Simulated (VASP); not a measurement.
# TiPbO3 (Pm-3m) in VASP: single point with r2SCAN

Aim: the single point of TiPbO3 with r2SCAN.

Program: VASP 6.6.1. These are calculated values, not measurements. Logs are shortened: lines on timing, memory, paths and dates and some standing lists are left out, and cuts for length are marked.

## Step 1: The cell of the first run

It takes space group Pm-3m (No. 221, cubic). The conventional cell has a = 3.982 Å, b = 3.982 Å, c = 3.982 Å, α = 90.00°, β = 90.00°, γ = 90.00°. Pb (site symmetry m-3m) has 12 O at 2.82 Å and 8 Ti at 3.45 Å within 3.7 Å. Ti (site symmetry m-3m) has 6 O at 1.99 Å within 2.6 Å. O (site symmetry 4/mmm) has 2 Ti at 1.99 Å within 2.6 Å. Within 2.6 Å of O (site symmetry 4/mmm) lie 2 Ti at 1.99 Å.

## Step 2: Single point, r2SCAN, collinear spin, zero start

Contents of POSCAR:

```
TiPbO3
1.0
    7.9638637600      0.0000000000      0.0000000000
    0.0000000000      3.9819318800      0.0000000000
    0.0000000000      0.0000000000      3.9819318800
Pb Ti O
2 2 6
Direct
    0.0000000000      0.0000000000      0.0000000000
    0.5000000000      0.0000000000      0.0000000000
    0.2500000000      0.5000000000      0.5000000000
    0.7500000000      0.5000000000      0.5000000000
    0.0000000000      0.5000000000      0.5000000000
    0.5000000000      0.5000000000      0.5000000000
    0.2500000000      0.0000000000      0.5000000000
    0.7500000000      0.0000000000      0.5000000000
    0.2500000000      0.5000000000      0.0000000000
    0.7500000000      0.5000000000      0.0000000000
```

Contents of INCAR.step1:

```
PREC     = Accurate       # precision mode
ENCUT    = 660            # plane-wave cutoff, eV
ISMEAR   = -1             # smearing method
SIGMA    = 0.1            # smearing width, eV
LREAL    = F              # projectors in reciprocal space
LASPH    = T              # aspherical terms in the spheres
NELM     = 200            # most SCF steps
ISPIN    = 2              # spin polarisation
MAGMOM   = 0 0 0 0 0 0 0 0 0 0 # initial moments
LMAXMIX  = 4              # l up to which the mixer works
NBANDS   = 59             # bands
GGA      = PE             # functional
ALGO     = Normal         # electronic algorithm
EDIFF    = 1E-5           # SCF threshold, eV
LWAVE    = T              # write WAVECAR
LCHARG   = F              # write CHGCAR
GGA_COMPAT= F
```

Contents of INCAR.step2:

```
PREC     = Accurate       # precision mode
ENCUT    = 660            # plane-wave cutoff, eV
EDIFF    = 1E-6           # SCF threshold, eV
ISMEAR   = -1             # smearing method
SIGMA    = 0.1            # smearing width, eV
LREAL    = F              # projectors in reciprocal space
LASPH    = T              # aspherical terms in the spheres
NELM     = 200            # most SCF steps
ALGO     = Normal         # electronic algorithm
ISIF     = 2              # what is computed and relaxed
LWAVE    = F              # write WAVECAR
LCHARG   = F              # write CHGCAR
ISPIN    = 2              # spin polarisation
MAGMOM   = 0 0 0 0 0 0 0 0 0 0 # initial moments
LORBIT   = 11             # projections on sites
LMAXMIX  = 4              # l up to which the mixer works
METAGGA  = R2SCAN         # meta-GGA
LMIXTAU  = T            
NBANDS   = 59             # bands
ISTART   = 1            
GGA_COMPAT= F
```

Contents of KPOINTS:

```
Automatic mesh
0
Gamma
  3 6 6
```

Potentials or basis: VASP PAW PBE potentials, release 64 (Pb_d, Ti_sv, O).

Command:

```
$ cat potpaw_PBE.64/Pb_d/POTCAR potpaw_PBE.64/Ti_sv/POTCAR potpaw_PBE.64/O/POTCAR > POTCAR
$ cp INCAR.step1 INCAR
$ mpirun -np 1 vasp_std > vasp.out
$ cp INCAR.step2 INCAR
$ mpirun -np 1 vasp_std > vasp.out
```

OUTCAR:

```text
PREC = Accurate
   ENCUT = 660
   EDIFF = 1E-6
   ISMEAR = -1
   LREAL = F
   LASPH = T
   NELM = 200
   ISIF = 2
   ISPIN = 2
   LORBIT = 11
   METAGGA = R2SCAN
   ISTART = 1

 ion  position               nearest neighbor table
   1  0.000  0.000  0.000-   5 2.82   7 2.82   8 2.82   9 2.82  10 2.82   5 2.82   7 2.82   8 2.82
                             5 2.82   9 2.82  10 2.82   5 2.82   3 3.45   4 3.45   4 3.45   4 3.45
   2  0.500  0.000  0.000-   6 2.82   7 2.82   8 2.82   9 2.82  10 2.82   6 2.82   7 2.82   8 2.82
                             6 2.82   9 2.82  10 2.82   6 2.82   3 3.45   4 3.45   4 3.45   4 3.45
   3  0.250  0.500  0.500-   5 1.99   6 1.99   7 1.99   9 1.99   9 1.99   7 1.99   1 3.45   2 3.45
                             1 3.45   1 3.45   2 3.45   2 3.45   1 3.45   2 3.45
   4  0.750  0.500  0.500-   5 1.99   6 1.99   8 1.99  10 1.99  10 1.99   8 1.99   1 3.45   2 3.45
                             1 3.45   1 3.45   2 3.45   2 3.45   1 3.45   2 3.45
   5  0.000  0.500  0.500-   3 1.99   4 1.99   1 2.82   1 2.82   1 2.82   1 2.82
   6  0.500  0.500  0.500-   3 1.99   4 1.99   2 2.82   2 2.82   2 2.82   2 2.82
   7  0.250  0.000  0.500-   3 1.99   3 1.99   1 2.82   1 2.82   2 2.82   2 2.82
   8  0.750  0.000  0.500-   4 1.99   4 1.99   1 2.82   1 2.82   2 2.82   2 2.82
   9  0.250  0.500  0.000-   3 1.99   3 1.99   1 2.82   2 2.82   1 2.82   2 2.82
  10  0.750  0.500  0.000-   4 1.99   4 1.99   1 2.82   2 2.82   1 2.82   2 2.82

  LATTYP: Found a simple tetragonal cell.
 ALAT       =     3.9819318800
 C/A-ratio  =     2.0000000000

  Lattice vectors:

 A1 = (   0.0000000000,   3.9819318800,   0.0000000000)
 A2 = (   0.0000000000,   0.0000000000,   3.9819318800)
 A3 = (   7.9638637600,   0.0000000000,   0.0000000000)

Analysis of symmetry for initial positions (statically):
=====================================================================
 Subroutine PRICEL returns following result:

  LATTYP: Found a simple cubic cell.
 ALAT       =     3.9819318800
[... 12 lines left out ...]
 Subroutine GETGRP returns: Found 16 space group operations
 (whereof 16 operations were pure point group operations)
 out of a pool of 16 trial point group operations.

The static configuration has the point symmetry D_4h.

Analysis of symmetry for dynamics (positions and initial velocities):
=====================================================================
 Subroutine PRICEL returns following result:

  LATTYP: Found a simple cubic cell.
 ALAT       =     3.9819318800
[... 12 lines left out ...]
 Subroutine GETGRP returns: Found 16 space group operations
 (whereof 16 operations were pure point group operations)
 out of a pool of 16 trial point group operations.

The dynamic configuration has the point symmetry D_4h.

Analysis of structural, dynamic, and magnetic symmetry:
[... 177 lines left out ...]
 Fermi energy:         6.6658723017

 spin component 1

 k-point     1 :       0.0000    0.0000    0.0000
  band No.  band energies     occupation
      1     -53.4902      1.00000
      2     -53.4890      1.00000
      3     -28.7069      1.00000
      4     -28.6472      1.00000
      5     -28.6472      1.00000
      6     -28.6466      1.00000
[... 1169 lines left out ...]
     55      12.4049      0.00000
     56      12.4049      0.00000
 Fermi energy:         6.6658723017

 spin component 2

 k-point     1 :       0.0000    0.0000    0.0000
  band No.  band energies     occupation
      1     -53.4902      1.00000
      2     -53.4890      1.00000
      3     -28.7069      1.00000
      4     -28.6472      1.00000
      5     -28.6472      1.00000
      6     -28.6466      1.00000
[... 1169 lines left out ...]
     55      12.4049      0.00000
     56      12.4049      0.00000
 [bands above 56 left out]

------------------------ aborting loop because EDIFF is reached ----------------------------------------

  FORCE on cell =-STRESS in cart. coord.  units (eV):
  Direction    XX          YY          ZZ          XY          YZ          ZX
  --------------------------------------------------------------------------------------
  -------------------------------------------------------------------------------------
  Total       -4.6324681     -4.6449446     -4.6449446      0.0000000      0.0000000      0.0000000
  in kB      -58.7775589    -58.9358633    -58.9358633      0.0000000      0.0000000      0.0000000
  external PRESSURE =     -58.8830951 kB  Pullay stress =       0.0000000 kB

 VOLUME and BASIS-vectors are now :
 -----------------------------------------------------------------------------
  energy-cutoff  :      660.00
  volume of cell :      126.27
      direct lattice vectors                 reciprocal lattice vectors
     7.963863760  0.000000000  0.000000000     0.125567191  0.000000000  0.000000000
     0.000000000  3.981931880  0.000000000     0.000000000  0.251134382  0.000000000
     0.000000000  0.000000000  3.981931880     0.000000000  0.000000000  0.251134382

 POSITION                                       TOTAL-FORCE (eV/Angst)
 -----------------------------------------------------------------------------------
      0.00000      0.00000      0.00000        -0.000000     -0.000000     -0.000000
      3.98193      0.00000      0.00000        -0.000000      0.000000      0.000000
      1.99097      1.99097      1.99097         0.000000     -0.000000     -0.000000
      5.97290      1.99097      1.99097         0.000000     -0.000000     -0.000000
      0.00000      1.99097      1.99097        -0.000000     -0.000000     -0.000000
      3.98193      1.99097      1.99097        -0.000000      0.000000     -0.000000
      1.99097      0.00000      1.99097         0.000000     -0.000000      0.000000
      5.97290      0.00000      1.99097         0.000000     -0.000000      0.000000
      1.99097      1.99097      0.00000        -0.000000      0.000000     -0.000000
      5.97290      1.99097      0.00000        -0.000000     -0.000000     -0.000000
 -----------------------------------------------------------------------------------
    total drift:                                0.000000     -0.000000     -0.000000

  FREE ENERGIE OF THE ION-ELECTRON SYSTEM (eV)
  ---------------------------------------------------
  free  energy   TOTEN  =      -199.6181385641 eV

  energy  without entropy=     -199.6181189440  energy(sigma->0) =     -199.61812875

 total charge

# of ion       s       p       d       tot
------------------------------------------
    1        1.538   0.312   9.854  11.704
    2        1.538   0.312   9.854  11.704
    3        2.207   6.274   1.618  10.099
    4        2.207   6.274   1.618  10.099
    5        1.570   3.469   0.000   5.039
    6        1.570   3.469   0.000   5.039
    7        1.570   3.469   0.000   5.039
    8        1.570   3.469   0.000   5.039
    9        1.570   3.469   0.000   5.039
   10        1.570   3.469   0.000   5.039
--------------------------------------------------
tot         16.911  33.985  22.945  73.841

 magnetization (x)

# of ion       s       p       d       tot
------------------------------------------
    1        0.000   0.000   0.000   0.000
    2        0.000   0.000   0.000   0.000
    3       -0.000   0.000   0.000   0.000
    4       -0.000   0.000   0.000   0.000
    5       -0.000  -0.000   0.000  -0.000
    6       -0.000  -0.000   0.000  -0.000
    7       -0.000   0.000   0.000  -0.000
    8       -0.000   0.000   0.000  -0.000
    9       -0.000   0.000   0.000  -0.000
   10       -0.000   0.000   0.000  -0.000
--------------------------------------------------
tot         -0.000  -0.000   0.000  -0.000
```

OSZICAR.step1:

```text
N       E                     dE             d eps       ncg     rms          rms(c)
DAV:   1     0.145279523591E+04    0.14528E+04   -0.48448E+04  4720   0.218E+03
DAV:   2     0.195427629019E+03   -0.12574E+04   -0.11838E+04  4912   0.619E+02
DAV:   3    -0.692994431229E+02   -0.26473E+03   -0.24871E+03  5826   0.262E+02
DAV:   4    -0.958680873526E+02   -0.26569E+02   -0.26291E+02  7464   0.818E+01
DAV:   5    -0.971653144336E+02   -0.12972E+01   -0.12956E+01  7278   0.157E+01    0.331E+01
DAV:   6    -0.766987009618E+02    0.20467E+02   -0.89815E+01  5986   0.650E+01    0.143E+01
DAV:   7    -0.760580500346E+02    0.64065E+00   -0.19562E+01  5781   0.315E+01    0.107E+01
DAV:   8    -0.758260590733E+02    0.23199E+00   -0.14972E+00  6465   0.636E+00    0.779E+00
DAV:   9    -0.756145162029E+02    0.21154E+00   -0.18084E+00  6317   0.104E+01    0.380E+00
DAV:  10    -0.754605257383E+02    0.15399E+00   -0.61598E-01  6347   0.523E+00    0.590E-01
DAV:  11    -0.754593983229E+02    0.11274E-02   -0.37207E-02  6722   0.119E+00    0.478E-01
DAV:  12    -0.754576656899E+02    0.17326E-02   -0.61824E-03  6704   0.619E-01    0.133E-01
DAV:  13    -0.754577929986E+02   -0.12731E-03   -0.76428E-04  7336   0.196E-01    0.110E-01
DAV:  14    -0.754576040762E+02    0.18892E-03   -0.13743E-04  5720   0.115E-01    0.698E-02
DAV:  15    -0.754575190817E+02    0.84994E-04   -0.12407E-04  5796   0.830E-02    0.277E-02
DAV:  16    -0.754575141737E+02    0.49080E-05   -0.36430E-05  5086   0.310E-02
   1 F= -.75457514E+02 E0= -.75457465E+02  d E =-.973653E-04  mag=     0.0000
```

Run time: 58 min. Hardware: 1 thread of Intel Xeon 8259CL, shared host; peak memory 0.6 GiB.

What came out:

```yaml
Free_energy: -199.6181 eV
Pressure: -5.9 GPa
Band_gap_on_the_k_mesh: 1.99 eV
Net_moment: 0.00 μB per cell
Valence_electrons_inside_the_program's_atomic_spheres: Pb 11.70; Ti 10.10; O 5.04
```

Levels at points of the mesh, in eV from the valence-band top:
Spin up:
| k point | band 42 | band 43 | band 44 | band 45 | band 46 | band 47 |
| --- | --- | --- | --- | --- | --- | --- |
| (0.00, 0.00, 0.00) | -0.96 | -0.96 | 0.00 | 1.99 | 1.99 | 1.99 |
| (0.00, 0.50, 0.00) | -0.96 | -0.29 | 0.00 | 2.00 | 3.23 | 3.56 |
| (0.00, 0.50, 0.50) | -0.33 | -0.33 | -0.29 | 3.58 | 3.58 | 3.91 |
Spin down:
```tsv
k point	band 41	band 42	band 43	band 44	band 45	band 46	band 47	band 48
(0.00, 0.00, 0.00)	-0.99	-0.96	-0.96	0.00	1.99	1.99	1.99	2.00
(0.00, 0.50, 0.00)	-0.96	-0.96	-0.29	0.00	2.00	3.23	3.56	3.56
(0.00, 0.50, 0.50)	-0.33	-0.33	-0.33	-0.29	3.58	3.58	3.91	3.91
```

Caveat: the cell stands under tension; the PAW data sets were made with another functional, which shifts forces and pressure a little; spin-orbit coupling is left out, which moves the levels of the heavy elements; an odd mesh through Γ misses points on the zone boundary, where band edges can lie. r2SCAN opens gaps a little over a GGA but as a rule still falls short of measured ones.
